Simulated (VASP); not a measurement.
Runs of VASP 6.6.1 on CaO. The structure is that of space group I4/mmm (No. 139), or close to it. The cells are those of the table. 

| cell | gap on the mesh (eV) | pressure (GPa) |
| --- | --- | --- |
| a = 3.466, b = 3.466, c = 3.325 Å, angles 61.3, 61.3, 57.3°, 2 atoms | 4.09 | (a) |
| a = 3.533, b = 3.533, c = 3.602 Å, angles 59.4, 59.4, 61.3°, 2 atoms | 4.06 | -11.4 |
| a = 3.395, b = 3.395, c = 3.463 Å, angles 59.3, 59.3, 61.3°, 2 atoms | 4.03 | -1.2 |
| a = 3.605, b = 3.605, c = 3.463 Å, angles 61.3, 61.3, 57.4°, 2 atoms | (b) | -10.6 |
| a = 3.605, b = 3.605, c = 3.740 Å, angles 58.7, 58.7, 62.5°, 2 atoms | 3.72 | (c) |

Alike in all rows: task single point; level r2SCAN; potentials or basis VASP PAW PBE potentials, release 64 (Ca_sv, O); no spin polarisation; k mesh 8 × 8 × 8; cutoff (eV) 520; smearing gaussian 0.05 eV.

Problem. Estimate the missing entries.

Solution. (a) 0.1; (b) 4.11; (c) -14.6.

Caveats: the PAW data sets were made with another functional, which shifts forces and pressure a little.

A k mesh can miss the band edges.
